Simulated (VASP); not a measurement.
A run of VASP 6.6.1:

File POSCAR:

```
BN
1.0
    2.5022435663      0.0000000000      0.0000000000
    3.7533653496      2.1670064949      0.0000000000
    0.0000000000      0.0000000000     16.0024561708
B N
1 1
Direct
    0.0000000000      0.0000000000      0.5000767436
    1.0000000000      0.6666666667      0.4999232564
```

INCAR.step1

```
  LDIPOL = True
  IDIPOL = 3
  DIPOL = 0.5 0.5 0.500
  ISMEAR = 0
  SIGMA = 0.03
  LWAVE = True
  LCHARG = True
  ISIF = 0
  NELM = 100
  ALGO = Normal
  PREC = Accurate
  LASPH = True
  LREAL = False
  EDIFF = 1E-5
  GGA_COMPAT = False
  ENCUT = 520
  EFERMI = MIDGAP
  NELMDL = -8
  GGA = PE
```

File INCAR.step2:

```
  GGA = AM
  LDIPOL = True
  IDIPOL = 3
  DIPOL = 0.5 0.5 0.500
  ISMEAR = 0
  SIGMA = 0.03
  LWAVE = False
  LCHARG = False
  ISIF = 0
  NELM = 100
  ALGO = All
  PREC = Accurate
  LASPH = True
  LREAL = False
  EDIFF = 1E-6
  GGA_COMPAT = False
  ENCUT = 520
  EFERMI = MIDGAP
  NELMDL = -8
  ISTART = 1
  ISEARCH = 1
```

Contents of KPOINTS:

```
k-points
0
Gamma
  13 13 1
```

Potentials or basis: VASP PAW PBE potentials, release 64 (B, N).

Launch:

```sh
$ cat potpaw_PBE.64/B/POTCAR potpaw_PBE.64/N/POTCAR > POTCAR
$ cp INCAR.step1 INCAR
$ mpirun -np 1 vasp_std > vasp.out
$ cp INCAR.step2 INCAR
$ mpirun -np 1 vasp_std > vasp.out
```

Hardware: 1 thread of Intel(R) Xeon(R) Platinum 8488C (Sapphire Rapids), on a shared host.

Task: Estimate the wall time of this run.

Result: It took 3.9 min on 1 thread of Intel(R) Xeon(R) Platinum 8488C (Sapphire Rapids) (shared host), peak memory 0.25 GiB. Counts: k points 21.
